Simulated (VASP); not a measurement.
Here is a VASP 6.6.1 calculation.

INCAR

```
SYSTEM = KI
ALGO = Normal ; EDIFF = 1E-8
ENCUT = 520 ; GGA = PE
ISIF = 2 ; ISMEAR = -1
LASPH = .TRUE. ; LCHARG = .FALSE.
LEFG = .TRUE. ; LREAL = .FALSE.
LWAVE = .FALSE. ; NBANDS = 15
NELM = 80 ; PREC = Accurate
SIGMA = 0.02
```

File KPOINTS:

```
k-points
0
G
  6 6 6
  0 0 0
```

POSCAR

```
KI
1.0
    0.0000000000      3.4728423075      3.6302865000
    3.4728423075      0.0000000000      3.6302865000
    3.4728423075      3.4728423075      0.0000000000
K I
1 1
Direct
    0.0000000000      0.0000000000      0.0000000000
    0.5000000000      0.5000000000      0.5000000000
```

Potentials or basis: VASP PAW PBE potentials, release 64 (K_sv, I).

The run is started by

```bash
$ cat potpaw_PBE.64/K_sv/POTCAR potpaw_PBE.64/I/POTCAR > POTCAR
$ mpirun -np 1 vasp_std > vasp.out
```

(1) Estimate the band gap on the k mesh.

(2) Predict the pressure.

Results:

(1) 3.97 eV, direct.

(2) 0.8 GPa.

Caveat: without QUAD_EFG the Cq values of the log hold for a quadrupole moment of 1 mb, not for the nuclei; spin-orbit coupling is left out, which moves the levels of the heavy elements.
